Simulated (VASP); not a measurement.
Here is a VASP 6.6.1 calculation.

File INCAR:

```
ALGO = Normal ; EDIFF = 1E-7
EDIFFG = -0.01 ; ENCUT = 500
GGA = PE ; GGA_COMPAT = F
IBRION = 2 ; ISIF = 3
ISMEAR = -1 ; LASPH = T
LCHARG = F ; LREAL = F
LWAVE = F ; NELM = 120
NELMIN = 4 ; NSW = 80
PREC = Accurate ; SIGMA = 0.1
```

KPOINTS

```
k-points
0
Gamma
  6 6 6
```

Contents of POSCAR:

```
PbS
1.0
    0.0000000000      2.9657500000      2.9657500000
    2.9657500000      0.0000000000      2.9657500000
    2.9657500000      2.9657500000      0.0000000000
Pb S
1 1
Direct
    0.0000000000      0.0000000000      0.0000000000
    0.5000000000      0.5000000000      0.5000000000
```

Potentials or basis: VASP PAW PBE potentials, release 64 (Pb_d, S).

Run with:

```sh
$ cat potpaw_PBE.64/Pb_d/POTCAR potpaw_PBE.64/S/POTCAR > POTCAR
$ mpirun -np 1 vasp_std > vasp.out
```

Question: Predict the relaxed cell.

Answer: a = 4.246 Å, b = 4.246 Å, c = 4.246 Å, α = 60.00°, β = 60.00°, γ = 60.00°.

Question: What does it give for the relaxed volume?

Answer: 27.06 Å³/atom.

Question: Estimate the band gap on the k mesh.

Answer: 0.49 eV.

Question: Estimate the space group after relaxing (to 0.1 Å).

Answer: Fm-3m (No. 225).

Step by step:
```tsv
step	energy change (eV)	largest force (eV/Å)	pressure (GPa)	volume (Å³)
1	0.0000	0.0000	2.08	52.17
2	-0.0110	0.0000	-0.61	54.77
3	-0.0123	0.0000	0.01	54.12
```

Caveat: spin-orbit coupling is left out, which moves the levels of the heavy elements. PBE usually gives volumes a little too large and moduli too small.
